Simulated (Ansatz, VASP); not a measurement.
**One calculation of Zn, two programs**

```
CELL_PARAMETERS angstrom
2.67365 0.00000 0.00000
-1.33683 2.31545 0.00000
0.00000 0.00000 4.96313
ATOMIC_POSITIONS crystal
Zn 0.33333 0.66667 0.25000
Zn 0.66667 0.33333 0.75000
```

Change from the starting cell: volume scaled by 1.01, crystal datasets.

Alike in both runs: task electric field gradients; functional PBE; k mesh 18 × 18 × 8; occupations fermi-dirac, width 0.03 eV; no spin polarisation.

|  | VASP | Ansatz |
| --- | --- | --- |
| version | VASP 6.6.1 | Ansatz 0.2.0 |
| potentials or method | VASP PAW PBE potentials, release 64 (Zn), cutoff 520 eV | all-electron PAW with datasets made for the crystal, scalar-relativistic |

```csv
,VASP,Ansatz,Ansatz less VASP
pressure (GPa),-0.7,-1.0,-0.30
"traceless stress, the component that is largest in VASP (GPa)",0.82,0.93,+0.106
size of Vzz on the site where it differs most (V/Å²),34.5,34.5,-0.04
```

Ansatz ran all-electron here, and VASP with PAW potentials.
